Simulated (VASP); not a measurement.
Set up this calculation in VASP 6.6.1, as the native input.

```
Task                   : relaxation of cell and atoms
Functional             : r2SCAN
Potentials or basis    : VASP PAW PBE potentials, release 64 (Ir)
Cutoff                 : 600 eV
k mesh                 : 18 × 18 × 18
Occupations            : gaussian, width 0.1 eV
Spin                   : no spin polarisation
Dipole correction      : no
Further INCAR settings : ALGO = Normal; EDIFF = 1e-07; IBRION = 2; EDIFFG = -0.005; NSW = 100; ISIF = 3
```

Ir:

```
CELL_PARAMETERS angstrom
0.00000 1.92696 1.92696
1.92696 0.00000 1.92696
1.92696 1.92696 0.00000
ATOMIC_POSITIONS crystal
Ir 0.00000 0.00000 0.00000
```

The input as run:

POSCAR

```
Ir
1.0
    0.0000000000      1.9269646676      1.9269646676
    1.9269646676      0.0000000000      1.9269646676
    1.9269646676      1.9269646676      0.0000000000
Ir
1
Direct
    0.0000000000      0.0000000000      0.0000000000
```

INCAR.step1

```
SYSTEM = Ir
  PREC = Accurate
  ENCUT = 600
  ISMEAR = 0
  SIGMA = 0.1
  LREAL = .FALSE.
  LASPH = .TRUE.
  NELM = 100
  GGA = PE
  ALGO = Normal
  EDIFF = 1E-4
  LWAVE = .TRUE.
  LCHARG = .FALSE.
```

INCAR.step2

```
SYSTEM = Ir
  PREC = Accurate
  ENCUT = 600
  EDIFF = 1E-7
  ISMEAR = 0
  SIGMA = 0.1
  LREAL = .FALSE.
  LASPH = .TRUE.
  NELM = 100
  ALGO = Normal
  ISIF = 3
  LWAVE = .FALSE.
  LCHARG = .FALSE.
  METAGGA = R2SCAN
  LMIXTAU = .TRUE.
  IBRION = 2
  NSW = 100
  EDIFFG = -0.005
  ISTART = 1
```

KPOINTS

```
regular mesh
0
G
  18 18 18
  0 0 0
```

Potentials or basis: VASP PAW PBE potentials, release 64 (Ir).

Run with:

```bash
$ cat potpaw_PBE.64/Ir/POTCAR > POTCAR
$ cp INCAR.step1 INCAR
$ mpirun -np 1 vasp_std > vasp.out
$ cp INCAR.step2 INCAR
$ mpirun -np 1 vasp_std > vasp.out
```

It gave:

The relaxed volume is 14.29 Å³/atom and the relaxed cell is a = 2.724 Å, b = 2.724 Å, c = 2.724 Å, α = 60.00°, β = 60.00°, γ = 60.00°. The space group after relaxing (to 0.1 Å) is Fm-3m (No. 225) and the energy gained by relaxing is 0.0 meV/atom. The ionic steps are 3. The pressure after relaxing is 0.0 GPa. The band gap on the k mesh is zero (an odd number of electrons rules out a gap without spin polarisation).

Caveat: the PAW data sets were made with another functional, which shifts forces and pressure a little; spin-orbit coupling is left out, which moves the levels of the heavy elements.

Run time: 3.1 min on 1 thread of Intel(R) Xeon(R) Platinum 8488C (Sapphire Rapids), with other jobs on the host, peak memory 0.17 GiB.
